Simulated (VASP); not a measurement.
# Sc3GeBi6 (Fm-3m) in VASP: notebook, part 2 of 2

VASP 6.6.1. The steps go on from the part before.

## 4. Single point, PBE

This run uses another cell than the first one, of 33.35 Å³/atom, 1.332 times its volume.

File INCAR:

```
PREC = Accurate
ENCUT = 520
EDIFF = 1E-6
ISMEAR = 0
SIGMA = 0.1
LREAL = False
LASPH = True
NELM = 80
ALGO = Fast
ISIF = 2
LWAVE = False
LCHARG = False
GGA = PE
NBANDS = 80
```

File KPOINTS:

```
regular mesh
0
Gamma
  6 6 6
```

File POSCAR:

```
Sc3GeBi6
1.0
    0.0000000000      5.5042001053      5.5042001053
    5.5042001053      0.0000000000      5.5042001053
    5.5042001053      5.5042001053      0.0000000000
Sc Ge Bi
3 1 6
Direct
    0.2500000000      0.2500000000      0.2500000000
    0.7500000000      0.7500000000      0.7500000000
    0.5000000000      0.5000000000      0.5000000000
    0.0000000000      0.0000000000      0.0000000000
    0.7537540866      0.2462459134      0.2462459134
    0.2462459134      0.7537540866      0.7537540866
    0.2462459134      0.7537540866      0.2462459134
    0.7537540866      0.2462459134      0.7537540866
    0.2462459134      0.2462459134      0.7537540866
    0.7537540866      0.7537540866      0.2462459134
```

Potentials or basis: VASP PAW PBE potentials, release 64 (Sc_sv, Ge_d, Bi_d).

The run is started by

```
cat potpaw_PBE.64/Sc_sv/POTCAR potpaw_PBE.64/Ge_d/POTCAR potpaw_PBE.64/Bi_d/POTCAR > POTCAR
mpirun -np 1 vasp_std > vasp.out
```

OUTCAR:

```text
PREC = Accurate
   ENCUT = 520
   EDIFF = 1E-6
   ISMEAR = 0
   LREAL = False
   LASPH = True
   NELM = 80
   ISIF = 2
   GGA = PE

 ion  position               nearest neighbor table
   1  0.250  0.250  0.250-
   2  0.750  0.750  0.750-
   3  0.500  0.500  0.500-   5 2.79   6 2.79   7 2.79   8 2.79   9 2.79  10 2.79
   4  0.000  0.000  0.000-   5 2.71   6 2.71   7 2.71   8 2.71   9 2.71  10 2.71
   5  0.754  0.246  0.246-   4 2.71   3 2.79   7 3.83   8 3.83   9 3.83  10 3.83
   6  0.246  0.754  0.754-   4 2.71   3 2.79   7 3.83   8 3.83   9 3.83  10 3.83
   7  0.246  0.754  0.246-   4 2.71   3 2.79   5 3.83   6 3.83   9 3.83  10 3.83
   8  0.754  0.246  0.754-   4 2.71   3 2.79   5 3.83   6 3.83   9 3.83  10 3.83
   9  0.246  0.246  0.754-   4 2.71   3 2.79   5 3.83   6 3.83   7 3.83   8 3.83
  10  0.754  0.754  0.246-   4 2.71   3 2.79   5 3.83   6 3.83   7 3.83   8 3.83

  LATTYP: Found a face centered cubic cell.
 ALAT       =    11.0084002106

  Lattice vectors:

[... 192 lines left out ...]
 Fermi energy:         5.1491942979

 k-point     1 :       0.0000    0.0000    0.0000
  band No.  band energies     occupation
      1     -46.1023      2.00000
      2     -46.1023      2.00000
      3     -44.2280      2.00000
      4     -24.6843      2.00000
      5     -24.6843      2.00000
      6     -24.6843      2.00000
[... 1317 lines left out ...]
     79       6.3702      0.00000
     80       7.5783      0.00000

------------------------ aborting loop because EDIFF is reached ----------------------------------------

  FORCE on cell =-STRESS in cart. coord.  units (eV):
  Direction    XX          YY          ZZ          XY          YZ          ZX
  --------------------------------------------------------------------------------------
  -------------------------------------------------------------------------------------
  Total       -0.0542959     -0.0542959     -0.0542959      0.0000000      0.0000000      0.0000000
  in kB       -0.2608346     -0.2608346     -0.2608346      0.0000000      0.0000000      0.0000000
  external PRESSURE =      -0.2608346 kB  Pullay stress =       0.0000000 kB

 VOLUME and BASIS-vectors are now :
 -----------------------------------------------------------------------------
  energy-cutoff  :      520.00
  volume of cell :      333.51
      direct lattice vectors                 reciprocal lattice vectors
     0.000000000  5.504200105  5.504200105    -0.090839721  0.090839721  0.090839721
     5.504200105  0.000000000  5.504200105     0.090839721 -0.090839721  0.090839721
     5.504200105  5.504200105  0.000000000     0.090839721  0.090839721 -0.090839721

 POSITION                                       TOTAL-FORCE (eV/Angst)
 -----------------------------------------------------------------------------------
      2.75210      2.75210      2.75210         0.000000      0.000000      0.000000
      8.25630      8.25630      8.25630         0.000000      0.000000      0.000000
      5.50420      5.50420      5.50420         0.000000      0.000000      0.000000
      0.00000      0.00000      0.00000         0.000000      0.000000      0.000000
      2.71077      5.50420      5.50420        -0.004204      0.000000      0.000000
      8.29763      5.50420      5.50420         0.004204      0.000000      0.000000
      5.50420      2.71077      5.50420         0.000000     -0.004204      0.000000
      5.50420      8.29763      5.50420         0.000000      0.004204      0.000000
      5.50420      5.50420      2.71077         0.000000      0.000000     -0.004204
      5.50420      5.50420      8.29763         0.000000      0.000000      0.004204
 -----------------------------------------------------------------------------------
    total drift:                                0.000000      0.000000     -0.000000

  FREE ENERGIE OF THE ION-ELECTRON SYSTEM (eV)
  ---------------------------------------------------
  free  energy   TOTEN  =       -42.3082535446 eV

  energy  without entropy=      -42.2581310860  energy(sigma->0) =      -42.28319232
```

Run time: 29 min. Hardware: 1 thread of Oxide Virtual Turin-like, shared host; peak memory 0.71 GiB.

Results:

```
Free energy   : -42.3083 eV
Pressure      : 0.0 GPa
Largest force : 0.004 eV/Å
```

Forces on the atoms (eV/Å):
```
Sc   0.000  0.000  0.000
Sc   0.000  0.000  0.000
Sc   0.000  0.000  0.000
Ge   0.000  0.000  0.000
Bi  -0.004  0.000  0.000
Bi   0.004  0.000  0.000
Bi   0.000 -0.004  0.000
Bi   0.000  0.004  0.000
Bi   0.000  0.000 -0.004
Bi   0.000  0.000  0.004
```

Caveat: spin-orbit coupling is left out, which moves the levels of the heavy elements.

## 5. Summary

```csv
cell,k mesh,gap on the mesh (eV),pressure (GPa),largest force (eV/Å)
"a = 7.075 Å, angles 60.0°, 10 atoms",4 × 4 × 4,none,32.7,9.28
"a = 7.773 Å, angles 60.0°, 10 atoms",4 × 4 × 4,none,0.2,0.01
"a = 7.784 Å, angles 60.0°, 10 atoms",6 × 6 × 6,none,0.0,-
```

Alike in all rows: task single point; level PBE; potentials or basis VASP PAW PBE potentials, release 64 (Sc_sv, Ge_d, Bi_d); no spin polarisation; cutoff (eV) 520; smearing gaussian 0.1 eV.

Caveats: spin-orbit coupling is left out, which moves the levels of the heavy elements; forces of over 1 eV/Å act on the atoms, so gaps and moduli don't describe the material at rest (some runs).

Absolute energies hang on the potentials; compare differences alone.
